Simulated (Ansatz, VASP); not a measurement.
# One calculation of Ag, two programs

Contents of INCAR:

```
SYSTEM = Ag
PREC = Accurate
ENCUT = 520
EDIFF = 1E-6
ISMEAR = 1
SIGMA = 0.1
LREAL = .False.
LASPH = .True.
NELM = 100
ALGO = Fast
ISIF = 2
LWAVE = .False.
LCHARG = .False.
GGA = CA
NBANDS = 18
```

KPOINTS

```
Automatic mesh
0
Gamma
  24 24 12
  0 0 0
```

POSCAR

```
Ag
1.0
    2.8827317815      0.0000000000      0.0000000000
   -1.4413658908      2.4965189551      0.0000000000
    0.0000000000      0.0000000000      4.9483648444
Ag
2
Direct
    0.3333333333      0.6666666667      0.2500000000
    0.6666666667      0.3333333333      0.7500000000
```

Input for Ansatz:

```yaml
crystal:
  lattice:
    - [2.8827317815, 0.0, 0.0]
    - [-1.4413658908, 2.4965189551, 0.0]
    - [0.0, 0.0, 4.9483648444]
  atoms:
    - { symbol: Ag, position: [0.3333333333, 0.6666666667, 0.25] }
    - { symbol: Ag, position: [0.6666666667, 0.3333333333, 0.75] }
basis:
  ecutwfc: 420
kpoints:
  mp_grid: { grid: [24, 24, 12] }
hamiltonian:
  xc: lda
scf:
  occupations: { method: methfessel_paxton, width: 0.1 }
output:
  forces: true
  stress: true
  eigenvalues: true
```

Alike in both runs: task single point; functional LDA; k mesh 24 × 24 × 12; occupations methfessel-paxton of order 1, width 0.1 eV; no spin polarisation.

```csv
,VASP,Ansatz
version,VASP 6.6.1,Ansatz 0.2.0
potentials or method,"VASP PAW LDA potentials, release 64 (Ag), cutoff 520 eV","scalar-relativistic, plane waves, PAW"
valence electrons in the cell,22,38
```

Ansatz gave:

```
gap on the k mesh at the Fermi level (eV)                     : none
pressure (GPa)                                                : -10.5
traceless stress, the component that is largest in VASP (GPa) : -2.08
```

**Question.** Which values does VASP return?

**Answer.** gap on the k mesh at the Fermi level (eV): none; pressure (GPa): -10.3; traceless stress, the component that is largest in VASP (GPa): -2.10.

LDA's correlation is that of Perdew and Zunger in VASP and of Perdew and Wang (1992) in Ansatz. A gap of «none» marks a metal or a gap that the smearing closes. VASP's potentials hold 22 valence electrons a cell and Ansatz's 38, so a difference there can come from the potentials and not from the codes.
